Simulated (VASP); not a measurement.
# TaO (P6/mmm) in VASP: a series of runs

TaO is run at these levels: PBE-based global hybrid, PBE; tasks: single point.

Everything below comes from runs of VASP 6.6.1. Logs are shortened: lines on timing, memory, paths and dates and some standing lists are left out, and cuts for length are marked.

### 1 The cell of the first run

It takes space group P6/mmm (No. 191, hexagonal). The conventional cell has a = 3.066 Å, b = 3.066 Å, c = 3.855 Å, α = 90.00°, β = 90.00°, γ = 120.00°. Within 2.6 Å of Ta (site symmetry 6/mmm) lie 2 O at 1.93 Å. O (site symmetry 6/mmm) has 2 Ta at 1.93 Å within 2.6 Å.

### 2 Single point, PBE-based global hybrid

Input file POSCAR:

```
TaO
1.0
    3.0661100000      0.0000000000      0.0000000000
   -1.5330600000      2.6553300000      0.0000000000
    0.0000000000      0.0000000000      3.8550200000
Ta O
1 1
Direct
    0.0000000000      0.0000000000      0.5000000000
    0.0000000000      0.0000000000      0.0000000000
```

Input file INCAR.step1:

```
SYSTEM = TaO
ALGO = Normal
EDIFF = 1E-5
ENCUT = 520
GGA = PE
ISIF = 2
ISMEAR = -1
LASPH = .True.
LCHARG = .False.
LREAL = .False.
LWAVE = .True.
NBANDS = 16
NELM = 100
PREC = Accurate
SIGMA = 0.05
```

Input file INCAR.step2:

```
SYSTEM = TaO
AEXX = 0.1
ALGO = Normal
EDIFF = 1E-6
ENCUT = 520
GGA = PE
ISIF = 2
ISMEAR = -1
ISTART = 1
LASPH = .True.
LCHARG = .False.
LHFCALC = .True.
LREAL = .False.
LWAVE = .False.
NBANDS = 16
NELM = 100
PREC = Accurate
PRECFOCK = Normal
SIGMA = 0.05
```

Input file KPOINTS:

```
k-points
0
Gamma
  6 6 4
  0 0 0
```

Potentials or basis: VASP PAW PBE potentials, release 64 (Ta_pv, O).

Launch:

```bash
$ cat potpaw_PBE.64/Ta_pv/POTCAR potpaw_PBE.64/O/POTCAR > POTCAR
$ cp INCAR.step1 INCAR
$ mpirun -np 1 vasp_std > vasp.out
$ cp INCAR.step2 INCAR
$ mpirun -np 1 vasp_std > vasp.out
```

OUTCAR:

```text
SYSTEM = TaO
   AEXX = 0.1
   EDIFF = 1E-6
   ENCUT = 520
   GGA = PE
   ISIF = 2
   ISMEAR = -1
   ISTART = 1
   LASPH = .True.
   LHFCALC = .True.
   LREAL = .False.
   NELM = 100
   PREC = Accurate
   PRECFOCK = Normal

 ion  position               nearest neighbor table
   1  0.000  0.000  0.500-   2 1.93   2 1.93
   2  0.000  0.000  0.000-   1 1.93   1 1.93

  LATTYP: Found a hexagonal cell.
 ALAT       =     3.0661100000
 C/A-ratio  =     1.2572999664

  Lattice vectors:

 A1 = (   3.0661100000,   0.0000000000,   0.0000000000)
 A2 = (  -1.5330600000,   2.6553300000,   0.0000000000)
 A3 = (   0.0000000000,   0.0000000000,   3.8550200000)

Analysis of symmetry for initial positions (statically):
=====================================================================
 Subroutine PRICEL returns:
 Original cell was already a primitive cell.

 Routine SETGRP: Setting up the symmetry group for a
 hexagonal supercell.

 Subroutine GETGRP returns: Found 24 space group operations
 (whereof 24 operations were pure point group operations)
 out of a pool of 24 trial point group operations.

The static configuration has the point symmetry D_6h.

Analysis of symmetry for dynamics (positions and initial velocities):
=====================================================================
 Subroutine PRICEL returns:
 Original cell was already a primitive cell.

 Routine SETGRP: Setting up the symmetry group for a
 hexagonal supercell.

 Subroutine GETGRP returns: Found 24 space group operations
 (whereof 24 operations were pure point group operations)
 out of a pool of 24 trial point group operations.

The dynamic configuration has the point symmetry D_6h.

 Subroutine INISYM returns: Found 24 space group operations
 (whereof 24 operations are pure point group operations),
 and found     1 'primitive' translations

----------------------------------------------------------------------------------------

                                     Primitive cell

  volume of cell :      31.3858

[... 83 lines left out ...]
   NELM   =    100;   NELMIN=  2; NELMDL=  0     # of ELM steps
   EDIFF  = 0.1E-05   stopping-criterion for ELM
   LREAL  =      F    real-space projection
   EDIFFG = 0.1E-04   stopping-criterion for IOM
   NSW    =      0    number of steps for IOM
   IBRION =     -1    ionic relax: 0-MD 1-quasi-New 2-CG
   NFREE  =      0    steps in history (QN), initial steepest desc. (CG)
   ISIF   =      2    stress and relaxation
   ISYM   =      3    0-nonsym 1-usesym 2-fastsym
   POTIM  = 0.5000    time-step for ionic-motion
   TEBEG  =    0.0;   TEEND  =   0.0 temperature during run
   PSTRESS=    0.0 pullay stress
   NELECT =      17.0000    total number of electrons
   NUPDOWN=      -1.0000    fix difference up-down
   EMIN   =  10.00;   EMAX   =-10.00  energy-range for DOS
   EFERMI =   0.00;   METHOD = LEGACY
   ISMEAR =    -1;   SIGMA  =   0.05  broadening in eV -4-tet -1-fermi 0-gaus
   EFERMI_NEDOS =   21; number of points for ismear=-14 and -15
   IALGO  =     38    algorithm
   IMIX   =      1    mixing-type and parameters
     AMIX     =   0.40;   BMIX     =  1.00
     AMIX_MAG =   1.60;   BMIX_MAG =  1.00
  volume/ion in A,a.u.               =      15.69       105.90
  Fermi-wavevector in a.u.,A,eV,Ry     =   1.334484  2.521810 24.229918  1.780849
  Thomas-Fermi vector in A             =   2.463262
   LORBIT       =      0    0 simple, 1 ext, 2 COOP (PROOUT), +10 PAW based schemes
   GGA     = PE    functional components
   LHFCALC =     T    Hartree Fock is set to
   PRECFOCK=normal    Normal, Fast or Accurate (Low or Medium for compatibility)
   ENCUT4O =  -1.0   cutoff for four orbital integrals eV
   NKREDX  =     1    reduce k-point grid by
   NKREDY  =     1    reduce k-point grid by
   NKREDZ  =     1    reduce k-point grid by
   AEXX    =    0.1000 exact exchange contribution
   HFSCREEN=    0.0000 screening length (either q_TF or 0.3 A-1)
   HFSCREENC=   0.0000 screening length for correlation (either q_TF or 0.3 A-1)
   ENCUTFOCK=  -1.0 apply spherical cutoff to Coloumb kernel
   IVDW    =     0    specifies the selected vdW correction
   LEPSILON=     F    determine dielectric tensor
   LRPA    =     F    only Hartree local field effects (RPA)
 non-spin polarized calculation
  energy-cutoff  :      520.00
  volume of cell :       31.39
 maximum number of plane-waves:       856
 NGX is ok and might be reduce to    24
  NGX = 18; NGY = 18; NGZ = 24

 number of electron      17.0000008 magnetization

 Free energy of the ion-electron system (eV)
  ---------------------------------------------------
  ext. energy  EPLUGINS =         0.00000000
  ---------------------------------------------------
  free energy    TOTEN  =       -21.59960908 eV

  energy without entropy =      -21.59616250  energy(sigma->0) =      -21.59788579

 E-fermi :   3.8355     XC(G=0): -10.0826

 val. band max:        3.6104100818   @ k =   0.3333   0.3333   0.0000
 cond. band min:       3.9582356165   @ k =   0.3333  -0.0000   0.0000
 fundamental gap:      0.3478255347
 Fermi energy:         3.8354563340

 k-point     1 :       0.0000    0.0000    0.0000
  band No.  band energies     occupation
      1     -32.5433      2.00000
      2     -31.8713      2.00000
      3     -31.8713      2.00000
      4     -16.9882      2.00000
      5      -2.1755      2.00000
      6      -0.4156      2.00000
[... 376 lines left out ...]
      3     -32.2985      2.00000
      4     -14.8667      2.00000
      5      -4.3236      2.00000
      6      -2.3222      2.00000
[... 8 lines left out ...]
     15      16.7325      0.00000
     16      16.7325      0.00000

------------------------ aborting loop because EDIFF is reached ----------------------------------------

  FORCE on cell =-STRESS in cart. coord.  units (eV):
  Direction    XX          YY          ZZ          XY          YZ          ZX
  --------------------------------------------------------------------------------------
  -------------------------------------------------------------------------------------
  Total       -0.6757426     -0.6757430     -0.6430420      0.0000013      0.0000000     -0.0000000
  in kB      -34.4952272    -34.4952493    -32.8259318      0.0000650      0.0000000     -0.0000000
  external PRESSURE =     -33.9388028 kB  Pullay stress =       0.0000000 kB

 VOLUME and BASIS-vectors are now :
 -----------------------------------------------------------------------------
  energy-cutoff  :      520.00
  volume of cell :       31.39
      direct lattice vectors                 reciprocal lattice vectors
     3.066110000  0.000000000  0.000000000     0.326146159  0.188301127  0.000000000
    -1.533060000  2.655330000  0.000000000     0.000000000  0.376601025  0.000000000
     0.000000000  0.000000000  3.855020000     0.000000000  0.000000000  0.259402026

 POSITION                                       TOTAL-FORCE (eV/Angst)
 -----------------------------------------------------------------------------------
      0.00000      0.00000      1.92751         0.000000      0.000000      0.000000
      0.00000      0.00000      0.00000        -0.000000      0.000000      0.000000
 -----------------------------------------------------------------------------------
    total drift:                                0.000000     -0.000000      0.000000

  FREE ENERGIE OF THE ION-ELECTRON SYSTEM (eV)
  ---------------------------------------------------
  free  energy   TOTEN  =       -21.5996090848 eV

  energy  without entropy=      -21.5961624959  energy(sigma->0) =      -21.59788579
```

Run time: 21 min. Hardware: 1 thread of AMD EPYC 7R13 (Zen 3), shared host; peak memory 0.14 GiB.

What came out:

```
Free energy : -21.5996 eV
Pressure    : -3.4 GPa
```

Stress tensor (GPa, compression positive):
```
-3.45  0.00  0.00
 0.00 -3.45  0.00
 0.00  0.00 -3.28
```

Caveat: the k points lie up to 0.41 Å⁻¹ apart; the PAW data sets were made with another functional, which shifts forces and pressure a little; spin-orbit coupling is left out, which moves the levels of the heavy elements; an odd number of electrons without spin polarisation forces a metal; a magnetic or distorted state may lie lower.

### 3 Single point, PBE

This run uses another cell than the first one, of 14.75 Å³/atom, 0.940 times its volume.

Input file INCAR:

```
PREC     = Accurate       # precision mode
ENCUT    = 600            # plane-wave cutoff, eV
EDIFF    = 1E-6           # SCF threshold, eV
ISMEAR   = -1             # smearing method
SIGMA    = 0.05           # smearing width, eV
LREAL    = False          # projectors in reciprocal space
LASPH    = True           # aspherical terms in the spheres
NELM     = 120            # most SCF steps
ALGO     = Normal         # electronic algorithm
ISIF     = 2              # what is computed and relaxed
LWAVE    = False          # write WAVECAR
LCHARG   = False          # write CHGCAR
GGA      = PE             # functional
NBANDS   = 16             # bands
GGA_COMPAT= False
```

Input file KPOINTS:

```
regular mesh
0
Gamma
  10 10 7
```

Input file POSCAR:

```
TaO
1.0
    3.0035187638      0.0000000000      0.0000000000
   -1.5017642798      2.6011243821      0.0000000000
    0.0000000000      0.0000000000      3.7763240408
Ta O
1 1
Direct
    0.0000000000      0.0000000000      0.5000000000
    0.0000000000      0.0000000000      0.0000000000
```

Potentials or basis: VASP PAW PBE potentials, release 64 (Ta_pv, O).

Launch:

```bash
$ cat potpaw_PBE.64/Ta_pv/POTCAR potpaw_PBE.64/O/POTCAR > POTCAR
$ mpirun -np 1 vasp_std > vasp.out
```

Run time: 17 s. Hardware: 1 thread of Intel Xeon 6975P-C, shared host; peak memory 0.17 GiB.

It converged, with:

```
Free energy : -19.4275 eV
Pressure    : 13.7 GPa
```

Stress tensor (GPa, compression positive):
```
 5.17  0.00  0.00
 0.00  5.17  0.00
 0.00  0.00 30.66
```

Levels at points of the mesh, in eV from the Fermi level:
```
           k point  band 5  band 6  band 7  band 8  band 9  band 10  band 11  band 12
(0.00, 0.00, 0.00)   -5.49   -3.35   -2.46   -2.46    0.63     0.63     3.40     3.40
(0.50, 0.00, 0.00)   -5.13   -3.22   -2.93   -2.91   -0.73     2.53     4.09     5.50
```

Caveat: spin-orbit coupling is left out, which moves the levels of the heavy elements; an odd number of electrons without spin polarisation forces a metal; a magnetic or distorted state may lie lower.

(Continued in part 2 of 2.)
